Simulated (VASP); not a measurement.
Input of a VASP 6.6.1 run:

File INCAR:

```
SYSTEM = Mg3Cd2Te3
  PREC = Accurate
  ENCUT = 520
  EDIFF = 1E-6
  ISMEAR = 0
  SIGMA = 0.2
  LREAL = .False.
  LASPH = .True.
  NELM = 60
  ALGO = Fast
  ISIF = 2
  LWAVE = .False.
  LCHARG = .False.
  GGA = PE
  NBANDS = 34
```

Contents of KPOINTS:

```
Automatic mesh
0
Gamma
  3 3 3
  0 0 0
```

File POSCAR:

```
Mg3Cd2Te3
1.0
    3.8058778049      2.1973245773      4.1848802607
   -3.8058778049      2.1973245773      4.1848802607
    0.0000000000     -4.3946491482      4.1848802640
Mg Cd Te
3 2 3
Direct
    0.2408040795      0.0000000000      0.7591959205
    0.7591959205      0.2408040795      0.0000000000
    0.0000000000      0.7591959205      0.2408040795
    0.6788577169      0.6788577169      0.6788577169
    0.3211422831      0.3211422831      0.3211422831
    0.1639045764      0.5000000000      0.8360954236
    0.8360954236      0.1639045764      0.5000000000
    0.5000000000      0.8360954236      0.1639045764
```

Potentials or basis: VASP PAW PBE potentials, release 64 (Mg, Cd, Te).

Launch:

```console
$ cat potpaw_PBE.64/Mg/POTCAR potpaw_PBE.64/Cd/POTCAR potpaw_PBE.64/Te/POTCAR > POTCAR
$ mpirun -np 1 vasp_std > vasp.out
```

Task: What does it give for the pressure?

Result: 0.1 GPa.

Task: Predict the band gap on the k mesh.

Result: Zero (bands 24 and 25 overlap by 1.46 eV).

Task: Predict the largest force.

Result: 0.013 eV/Å.

Forces in eV/Å, atoms in the order of the input:
```
Mg  -0.004 -0.007  0.000
Mg   0.008  0.000  0.000
Mg  -0.004  0.007  0.000
Cd   0.000  0.000  0.004
Cd   0.000  0.000 -0.004
Te  -0.007 -0.012  0.000
Te   0.013  0.000  0.000
Te  -0.007  0.012  0.000
```

Caveat: spin-orbit coupling is left out, which moves the levels of the heavy elements.
